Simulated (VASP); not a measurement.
BN, 4 atoms in the cell. Symmetry: P6_3/mmc, No. 194, hexagonal system. The conventional cell has a = 2.478 Å, b = 2.478 Å, c = 6.464 Å, α = 90.00°, β = 90.00°, γ = 120.00°. B (site symmetry -6m2) has 3 N at 1.43 Å within 1.9 Å. Within 1.9 Å of N (site symmetry -6m2) lie 3 B at 1.43 Å.  This cell differs from its parent crystal: strain -0.9%.

| Item | Value |
| --- | --- |
| Program | VASP 6.6.1 |
| Task | single point |
| Functional | r2SCAN |
| Potentials or basis | VASP PAW PBE potentials, release 64 (B, N) |
| Cutoff | 520 eV |
| k mesh | 12 × 12 × 4 |
| Occupations | gaussian, width 0.01 eV |
| Spin | no spin polarisation |
| Dipole correction | no |
| Further INCAR settings | ALGO = Normal; EDIFF = 1e-06; NBANDS = 16 |

Potentials or basis: VASP PAW PBE potentials, release 64 (B, N).

Command:

```bash
$ cat potpaw_PBE.64/B/POTCAR potpaw_PBE.64/N/POTCAR > POTCAR
$ cp INCAR.step1 INCAR
$ mpirun -np 1 vasp_std > vasp.out
$ cp INCAR.step2 INCAR
$ mpirun -np 1 vasp_std > vasp.out
```

Hardware: 1 thread of AMD EPYC 9R45 96-Core Processor (Zen 5), on a shared host.

Q: How long does it take, and how much memory?

A: It took 66 s on 1 thread of AMD EPYC 9R45 96-Core Processor (Zen 5) (shared host), peak memory 0.13 GiB. Counts: k points 57.
